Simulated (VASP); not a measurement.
# Be16C (a cell with a defect) in VASP: single point with LDA

Aim: the single point of Be16C (a cell with a defect) with LDA.

Program: VASP 6.6.1. These are calculated values, not measurements. Logs are shortened: lines on timing, memory, paths and dates and some standing lists are left out, and cuts for length are marked.

**1. The cell of the first run**

The cell holds a defect, 17 atoms: a = 4.580 Å, b = 3.966 Å, c = 7.177 Å, α = 90.00°, β = 90.00°, γ = 90.00°.

**2. Single point, LDA**

INCAR reads:

```
SYSTEM = Be16C
PREC = Accurate
ENCUT = 520
EDIFF = 1E-6
ISMEAR = 0
SIGMA = 0.1
LREAL = Auto
LASPH = .True.
NELM = 60
ALGO = Normal
ISIF = 2
LWAVE = .False.
LCHARG = .True.
LELF = .True.
LVHAR = .True.
NBANDS = 32
```

KPOINTS reads:

```
regular mesh
0
Gamma
  5 6 4
  0 0 0
```

POSCAR reads:

```
Be16C
1.0
   -2.2900000000     -3.9663960000      0.0000000000
    3.4350000000     -1.9831980000      0.0000000000
    0.0000000000      0.0000000000      7.1768600000
Be C
16 1
Direct
    0.7310127003      0.5110524261      0.0073508470
    0.5007039451      0.3365639110      0.2559436857
    0.7437948316      0.4946934976      0.4929471942
    0.4997339951      0.3011263024      0.7415457456
    0.5001423123      0.0320969127      0.0079982053
    0.2574335266      0.8395539376      0.2566820309
    0.5007887950     -0.0021917495      0.4935595790
    0.2693408640      0.8224193824      0.7419292002
    0.2697824242      0.5111562595      0.0074316623
    0.0008129734      0.3351533360      0.2563430247
    0.2573885159      0.4948150513      0.4930555981
   -0.0006627909      0.3456547915      0.7296546122
    0.0002020109     -0.0115264614      0.0205681872
    0.7439746905      0.8395781780      0.2567873694
    0.0008454264     -0.0006052325      0.4934901893
    0.7297013573      0.8221717928      0.7420841426
    0.0001118242      0.6676844476     -0.1252157629
```

Potentials or basis: VASP PAW LDA potentials, release 64 (Be, C).

Started as:

```sh
$ cat potpaw_LDA.64/Be/POTCAR potpaw_LDA.64/C/POTCAR > POTCAR
$ mpirun -np 1 vasp_std > vasp.out
```

OUTCAR:

```text
SYSTEM = Be16C
   PREC = Accurate
   ENCUT = 520
   EDIFF = 1E-6
   ISMEAR = 0
   LREAL = Auto
   LASPH = .True.
   NELM = 60
   ISIF = 2

 ion  position               nearest neighbor table
   1  0.731  0.511  0.007-  17 1.68   9 2.11   5 2.17   2 2.19  14 2.21  13 2.26  16 2.27  10 2.28
                             5 2.32   4 2.34
   2  0.501  0.337  0.256-   3 2.13  11 2.13   5 2.15   7 2.17   1 2.19   9 2.19  14 2.26   6 2.26
                             6 2.29  14 2.29  10 2.29  10 2.29
   3  0.744  0.495  0.493-   2 2.13  12 2.15  10 2.16  14 2.18  16 2.21  11 2.23   4 2.24   7 2.26
                             7 2.28  15 2.29  15 2.32  11 2.35
   4  0.500  0.301  0.742-   7 2.15  16 2.17   8 2.17   5 2.19  11 2.24   3 2.24  12 2.30  12 2.30
                            16 2.32   8 2.32   9 2.33   1 2.34
   5  0.500  0.032  0.008-   2 2.15   9 2.17   1 2.17   4 2.19   6 2.24  14 2.24  13 2.30  13 2.30
                             9 2.32   1 2.32  16 2.33   8 2.34
   6  0.257  0.840  0.257-   7 2.13  13 2.15  15 2.16  11 2.18   9 2.21  14 2.23   5 2.24   2 2.26
                             2 2.29  10 2.29  10 2.32  14 2.35
   7  0.501  0.998  0.494-  14 2.13   6 2.13   4 2.15   2 2.17  16 2.18   8 2.19   3 2.26  11 2.26
                             3 2.28  11 2.29  15 2.29  15 2.29
   8  0.269  0.822  0.742-  17 1.68  16 2.11   4 2.17   7 2.19  11 2.21  12 2.26   9 2.27  15 2.28
                             4 2.32   5 2.34
   9  0.270  0.511  0.007-  17 1.68   1 2.11   5 2.17   2 2.19   6 2.21  13 2.26   8 2.27  10 2.28
                             5 2.32   4 2.33
  10  0.001  0.335  0.256-  11 2.16   3 2.16  15 2.16  13 2.18   9 2.28   1 2.28   2 2.29   6 2.29
                             2 2.29  14 2.29   6 2.32  14 2.32
  11  0.257  0.495  0.493-   2 2.13  12 2.15  10 2.16   6 2.18   8 2.21   3 2.23   4 2.24   7 2.26
                             7 2.29  15 2.29  15 2.32   3 2.35
  12  0.999  0.346  0.730-  17 1.65   3 2.15  11 2.15  15 2.18  16 2.26   8 2.26   4 2.30   4 2.30

  13  0.000  0.988  0.021-  17 1.65  14 2.14   6 2.15  10 2.18   1 2.26   9 2.26   5 2.30   5 2.30

  14  0.744  0.840  0.257-   7 2.13  13 2.14  15 2.16   3 2.18   1 2.21   6 2.23   5 2.24   2 2.26
                             2 2.29  10 2.29  10 2.32   6 2.35
  15  0.001  0.999  0.493-  10 2.16   6 2.16  14 2.16  12 2.18   8 2.28  16 2.28  11 2.29   7 2.29
                             7 2.29   3 2.29  11 2.32   3 2.32
  16  0.730  0.822  0.742-  17 1.68   8 2.11   4 2.17   7 2.18   3 2.21  12 2.26   1 2.27  15 2.28
                             4 2.32   5 2.33
  17  0.000  0.668  0.875-  13 1.65  12 1.65   8 1.68   1 1.68  16 1.68   9 1.68

  LATTYP: Found a simple orthorhombic cell.
 ALAT       =     3.9663962620
 B/A-ratio  =     1.1547004875
 C/A-ratio  =     1.8094157835

  Lattice vectors:

 A1 = (  -3.4350000000,   1.9831980000,   0.0000000000)
 A2 = (  -2.2900000000,  -3.9663960000,   0.0000000000)
 A3 = (   0.0000000000,   0.0000000000,   7.1768600000)

Analysis of symmetry for initial positions (statically):
=====================================================================
 Subroutine PRICEL returns:
 Original cell was already a primitive cell.

 Routine SETGRP: Setting up the symmetry group for a
 simple orthorhombic supercell.

 Subroutine GETGRP returns: Found  1 space group operations
 (whereof  1 operations were pure point group operations)
 out of a pool of  8 trial point group operations.

The static configuration has the point symmetry C_1 .

Analysis of symmetry for dynamics (positions and initial velocities):
=====================================================================
 Subroutine PRICEL returns:
 Original cell was already a primitive cell.

 Routine SETGRP: Setting up the symmetry group for a
 simple orthorhombic supercell.

 Subroutine GETGRP returns: Found  1 space group operations
 (whereof  1 operations were pure point group operations)
 out of a pool of  8 trial point group operations.

The dynamic configuration has the point symmetry C_1 .

 Subroutine INISYM returns: Found  1 space group operations
 (whereof  1 operations are pure point group operations),
 and found     1 'primitive' translations

----------------------------------------------------------------------------------------

                                     Primitive cell

  volume of cell :     130.3755

  direct lattice vectors                    reciprocal lattice vectors
    -2.290000000 -3.966396000  0.000000000    -0.109170306 -0.189088533  0.000000000
     3.435000000 -1.983198000  0.000000000     0.218340611 -0.126059022  0.000000000
     0.000000000  0.000000000  7.176860000     0.000000000  0.000000000  0.139336702

  length of vectors
     4.579999697  3.966396262  7.176860000     0.218340626  0.252118027  0.139336702

  position of ions in fractional coordinates (direct lattice)
     0.731012700  0.511052426  0.007350847
     0.500703945  0.336563911  0.255943686
     0.743794832  0.494693498  0.492947194
     0.499733995  0.301126302  0.741545746
     0.500142312  0.032096913  0.007998205
     0.257433527  0.839553938  0.256682031
[... 9 lines left out ...]
     0.729701357  0.822171793  0.742084143
     0.000111824  0.667684448  0.874784237

  ion indices of the primitive-cell ions
   primitive index   ion index
                 1           1
                 2           2
                 3           3
                 4           4
                 5           5
                 6           6
[... 9 lines left out ...]
                16          16
                17          17

----------------------------------------------------------------------------------------

 KPOINTS: regular mesh

Automatic generation of k-mesh.
 Grid dimensions read from file:
 generate k-points for:    5    6    4

 Generating k-lattice:

  Cartesian coordinates                     Fractional coordinates (reciprocal lattice)
    -0.021834061 -0.037817707  0.000000000     0.200000000  0.000000000  0.000000000
     0.036390102 -0.021009837  0.000000000    -0.000000000  0.166666667  0.000000000
     0.000000000  0.000000000  0.034834175     0.000000000  0.000000000  0.250000000

  Length of vectors
     0.043668125  0.042019671  0.034834175

  Shift w.r.t. Gamma in fractional coordinates (k-lattice)
     0.000000000  0.000000000  0.000000000

 Subroutine IBZKPT returns following result:
 ===========================================

 Found     62 irreducible k-points:

 Following reciprocal coordinates:
            Coordinates               Weight
  0.000000  0.000000  0.000000      1.000000
  0.200000  0.000000  0.000000      2.000000
  0.400000  0.000000  0.000000      2.000000
  0.000000  0.166667  0.000000      2.000000
  0.200000  0.166667  0.000000      2.000000
 -0.200000  0.166667  0.000000      2.000000
[... 16 lines left out ...]
  0.000000  0.166667 -0.250000      2.000000
  0.200000  0.166667  0.250000      2.000000
 [... further k-points ...]
   k-points           NKPTS =     62   k-points in BZ     NKDIM =     62   number of bands    NBANDS=     32
   number of dos      NEDOS =    301   number of ions     NIONS =     17
   total plane-waves  NPLWV =  58320
   dimension x,y,z NGX =    36 NGY =   30 NGZ =   54
   dimension x,y,z NGXF=    72 NGYF=   60 NGZF=  108
   ions per type =              16   1
   NGX,Y,Z   is equivalent  to a cutoff of  13.07, 12.57, 12.51 a.u.
   NGXF,Y,Z  is equivalent  to a cutoff of  26.13, 25.15, 25.02 a.u.
 SYSTEM =  Be16C
   PREC   = accura    normal or accurate (medium, high low for compatibility)
   ISTART =      0    job   : 0-new  1-cont  2-samecut
   ICHARG =      2    charge: 1-file 2-atom 10-const
   ISPIN  =      1    spin polarized calculation?
   LNONCOLLINEAR =      F non collinear calculations
   LSORBIT =      F    spin-orbit coupling
   LASPH  =      T    aspherical Exc in radial PAW
   ENCUT  =  520.0 eV  38.22 Ry    6.18 a.u.   8.52  7.37 13.34*2*pi/ulx,y,z
   NELM   =     60;   NELMIN=  2; NELMDL= -5     # of ELM steps
   EDIFF  = 0.1E-05   stopping-criterion for ELM
   LREAL  =      T    real-space projection
   EDIFFG = 0.1E-04   stopping-criterion for IOM
   NSW    =      0    number of steps for IOM
   IBRION =     -1    ionic relax: 0-MD 1-quasi-New 2-CG
   NFREE  =      0    steps in history (QN), initial steepest desc. (CG)
   ISIF   =      2    stress and relaxation
   ISYM   =      2    0-nonsym 1-usesym 2-fastsym
   POTIM  = 0.5000    time-step for ionic-motion
   TEBEG  =    0.0;   TEEND  =   0.0 temperature during run
   PSTRESS=    0.0 pullay stress
   NELECT =      36.0000    total number of electrons
   NUPDOWN=      -1.0000    fix difference up-down
   EMIN   =  10.00;   EMAX   =-10.00  energy-range for DOS
   EFERMI =   0.00;   METHOD = LEGACY
   ISMEAR =     0;   SIGMA  =   0.10  broadening in eV -4-tet -1-fermi 0-gaus
   EFERMI_NEDOS =   21; number of points for ismear=-14 and -15
   IALGO  =     38    algorithm
   IMIX   =      4    mixing-type and parameters
     AMIX     =   0.40;   BMIX     =  1.00
     AMIX_MAG =   1.60;   BMIX_MAG =  1.00
  volume/ion in A,a.u.               =       7.67        51.75
  Fermi-wavevector in a.u.,A,eV,Ry     =   1.066049  2.014540 15.462471  1.136460
  Thomas-Fermi vector in A             =   2.201620
   LORBIT       =      0    0 simple, 1 ext, 2 COOP (PROOUT), +10 PAW based schemes
   GGA     = CA    functional components
   LHFCALC =     F    Hartree Fock is set to
   AEXX    =    0.0000 exact exchange contribution
   IVDW    =     0    specifies the selected vdW correction
   LEPSILON=     F    determine dielectric tensor
   LRPA    =     F    only Hartree local field effects (RPA)
 non-spin polarized calculation
 Gauss-broadening in eV      SIGMA  =   0.10
  energy-cutoff  :      520.00
  volume of cell :      130.38
 maximum number of plane-waves:      3532
 NGX is ok and might be reduce to    36
   NGX = 17   NGY = 15   NGZ = 27

 number of electron      36.0000000 magnetization

 Free energy of the ion-electron system (eV)
  ---------------------------------------------------
  ext. energy  EPLUGINS =         0.00000000
  ---------------------------------------------------
  free energy    TOTEN  =       -74.15864152 eV

  energy without entropy =      -74.14314441  energy(sigma->0) =      -74.15089296

 E-fermi :   7.1200     XC(G=0): -10.7608

 val. band max:        7.1010724880   @ k =   0.2000  -0.1667  -0.2500
 cond. band min:       7.1281140600   @ k =   0.0000   0.1667   0.0000
 fundamental gap:      0.0270415720
 Fermi energy:         7.1199840746

 k-point     1 :       0.0000    0.0000    0.0000
  band No.  band energies     occupation
      1      -6.7712      2.00000
      2      -3.4145      2.00000
      3      -2.3858      2.00000
      4      -0.4426      2.00000
      5      -0.0488      2.00000
      6       1.1015      2.00000
[... 22 lines left out ...]
     29      11.6305      0.00000
     30      12.5764      0.00000

 k-point     2 :       0.2000    0.0000    0.0000
  band No.  band energies     occupation
      1      -6.6950      2.00000
      2      -3.2838      2.00000
      3      -2.1883      2.00000
      4      -1.4980      2.00000
      5       0.1958      2.00000
      6       0.6373      2.00000
[... 22 lines left out ...]
     29      12.4197      0.00000
     30      12.6770      0.00000

 k-point     3 :       0.4000    0.0000    0.0000
  band No.  band energies     occupation
      1      -6.5562      2.00000
      2      -3.1130      2.00000
      3      -2.0289      2.00000
      4      -1.6259      2.00000
      5      -0.9927      2.00000
      6      -0.5377      2.00000
[... 682 lines left out ...]
     29      11.6472      0.00000
     30      12.5766      0.00000

 k-point    24 :       0.2000    0.1667    0.2500
  band No.  band energies     occupation
      1      -6.5990      2.00000
      2      -3.2643      2.00000
      3      -1.9919      2.00000
      4      -0.9043      2.00000
      5      -0.2544      2.00000
      6       0.0697      2.00000
[... 22 lines left out ...]
     29      12.2419      0.00000
     30      12.7460      0.00000

 [... further k-points ...]

 [bands above 30 left out]

------------------------ aborting loop because EDIFF is reached ----------------------------------------

  FORCE on cell =-STRESS in cart. coord.  units (eV):
  Direction    XX          YY          ZZ          XY          YZ          ZX
  --------------------------------------------------------------------------------------
  -------------------------------------------------------------------------------------
  Total       -0.5290969      1.0592130      8.3058728      1.3354262     -1.3391836      2.3102903
  in kB       -6.5020419     13.0166087    102.0704041     16.4109770    -16.4571523     28.3910280
  external PRESSURE =      36.1949903 kB  Pullay stress =       0.0000000 kB

 VOLUME and BASIS-vectors are now :
 -----------------------------------------------------------------------------
  energy-cutoff  :      520.00
  volume of cell :      130.38
      direct lattice vectors                 reciprocal lattice vectors
    -2.290000000 -3.966396000  0.000000000    -0.109170306 -0.189088533  0.000000000
     3.435000000 -1.983198000  0.000000000     0.218340611 -0.126059022  0.000000000
     0.000000000  0.000000000  7.176860000     0.000000000  0.000000000  0.139336702

 POSITION                                       TOTAL-FORCE (eV/Angst)
 -----------------------------------------------------------------------------------
      0.08145     -3.91300      0.05276         0.003605     -0.000114      0.011766
      0.00949     -2.65346      1.83687         0.001400      0.001299     -0.003660
     -0.00402     -3.93126      3.53781         0.004603      0.007717     -0.010482
     -0.11002     -2.57934      5.32197         0.008573     -0.007487     -0.003802
     -1.03507     -2.04742      0.05740        -0.001133     -0.003397      0.001630
      2.29434     -2.68609      1.84217        -0.006492      0.002409      0.010311
[... 9 lines left out ...]
      1.15314     -4.52481      5.32583        -0.019787     -0.024015      0.005845
      2.29324     -1.32459      6.27820         0.001897      0.013655      0.005337
 -----------------------------------------------------------------------------------
    total drift:                                0.003033     -0.001180      0.003373

  FREE ENERGIE OF THE ION-ELECTRON SYSTEM (eV)
  ---------------------------------------------------
  free  energy   TOTEN  =       -74.1586415210 eV

  energy  without entropy=      -74.1431444076  energy(sigma->0) =      -74.15089296
```

Wall time 14 min (1 thread of Oxide Virtual Turin-like, shared host); peak memory 0.26 GiB.

What came out:

| Property | Result |
| --- | --- |
| Free energy | -74.1586 eV |
| Pressure | 3.6 GPa |
| Largest force | 0.032 eV/Å |
| Band gap on the k mesh | zero (bands 18 and 19 overlap by 1.09 eV) |

Forces on the atoms (eV/Å):
```
Be   0.004  0.000  0.012
Be   0.001  0.001 -0.004
Be   0.005  0.008 -0.010
Be   0.009 -0.007 -0.004
Be  -0.001 -0.003  0.002
Be  -0.006  0.002  0.010
Be  -0.003  0.013  0.006
Be  -0.001 -0.016 -0.006
Be   0.017  0.005 -0.005
Be  -0.006  0.010 -0.006
Be  -0.001  0.006 -0.011
Be  -0.020 -0.009 -0.003
Be   0.016 -0.016  0.000
Be  -0.002  0.012  0.007
Be   0.007  0.006  0.001
Be  -0.020 -0.024  0.006
C    0.002  0.014  0.005
```

Stress tensor (GPa, compression positive):
```
-0.65  1.64  2.84
 1.64  1.30 -1.65
 2.84 -1.65 10.21
```

The gap in the log of VASP goes by the Fermi energy; the results here count the filled bands.